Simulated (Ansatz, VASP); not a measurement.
**Two plane-wave programs on Sn**

```
Sn
1.0
     0.00000    3.22937    3.24560
     3.24560    0.00000    3.24560
     3.24560    3.22937    0.00000
Sn
2
Direct
  0.50000 0.50000 0.50000
  0.75000 0.75000 0.75000
```

Change from the starting cell: strain -0.0050 x Voigt [0, 1, 0, 0, 0, 0], atoms carried along.

Alike in both runs: task single point; functional PBEsol; k mesh 12 × 12 × 12; occupations gaussian, width 0.15 eV; no spin polarisation.

```csv
,VASP,Ansatz
version,VASP 6.6.1,Ansatz 0.2.0
potentials or method,"VASP PAW PBE potentials, release 64 (Sn_d), cutoff 520 eV","scalar-relativistic, plane waves, PAW"
valence electrons in the cell,28,28
```

```csv
,VASP,Ansatz,Ansatz less VASP
gap on the k mesh at the Fermi level (eV),none,none,-
pressure (GPa),1.2,1.2,+0.07
"traceless stress, the component that is largest in VASP (GPa)",0.10,0.10,0.000
```

VASP's potentials were made for PBE, not for PBEsol. A gap of «none» marks a metal or a gap that the smearing closes. The functional is the same, so the differences come from potentials, cutoffs and numerics.
